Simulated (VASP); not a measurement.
Input of a VASP 6.6.1 run:

The input INCAR:

```
  PREC = Accurate
  ENCUT = 520
  EDIFF = 1E-7
  ISMEAR = -1
  SIGMA = 0.03
  LREAL = F
  LASPH = T
  NELM = 60
  ALGO = Normal
  ISIF = 2
  LWAVE = F
  LCHARG = F
  GGA = PE
  NBANDS = 16
```

Contents of KPOINTS:

```
Automatic mesh
0
Gamma
  9 9 9
```

The input POSCAR:

```
CdS
1.0
    0.0000000000      2.9100000000      2.9100000000
    2.9100000000      0.0000000000      2.9100000000
    2.9100000000      2.9100000000      0.0000000000
Cd S
1 1
Direct
    0.0029761168      0.0029761168      0.0029761168
    0.7500000000      0.7500000000      0.7500000000
```

Potentials or basis: VASP PAW PBE potentials, release 64 (Cd, S).

Run with:

```sh
$ cat potpaw_PBE.64/Cd/POTCAR potpaw_PBE.64/S/POTCAR > POTCAR
$ mpirun -np 1 vasp_std > vasp.out
```

(1) Predict the largest force.

(2) Estimate the pressure.

(3) Estimate the band gap on the k mesh.

Results:

(1) 0.150 eV/Å.

(2) 3.7 GPa.

(3) 1.16 eV, direct.

Caveat: the cell differs from its parent crystal (atom 1 (Cd) moved by [0.017321, 0.017321, 0.017321] A).
